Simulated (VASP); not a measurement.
Here is a VASP 6.6.1 calculation.

Contents of INCAR:

```
SYSTEM = RbBr
PREC = Accurate
ENCUT = 520
EDIFF = 1E-6
ISMEAR = 0
SIGMA = 0.05
LREAL = .FALSE.
LASPH = .TRUE.
NELM = 60
ALGO = Normal
ISIF = 2
LWAVE = .FALSE.
LCHARG = .FALSE.
NBANDS = 15
```

Contents of KPOINTS:

```
Automatic mesh
0
G
  6 6 6
  0 0 0
```

POSCAR

```
RbBr
1.0
    0.0000000000      3.5646000000      3.1533000000
    3.5646000000      0.0000000000      3.1533000000
    3.5646000000      3.5646000000      0.0000000000
Rb Br
1 1
Direct
    0.0000000000      0.0000000000      0.0000000000
    0.5000000000      0.5000000000      0.5000000000
```

Potentials or basis: VASP PAW LDA potentials, release 64 (Rb_sv, Br).

The run is started by

```bash
$ cat potpaw_LDA.64/Rb_sv/POTCAR potpaw_LDA.64/Br/POTCAR > POTCAR
$ mpirun -np 1 vasp_std > vasp.out
```

(1) Estimate the pressure.

(2) Predict the band gap on the k mesh.

Answers

(1) -0.3 GPa.

(2) 3.77 eV, direct.

Caveat: the cell differs from its parent crystal (strain +0.040 along x and y, -0.080 along z).
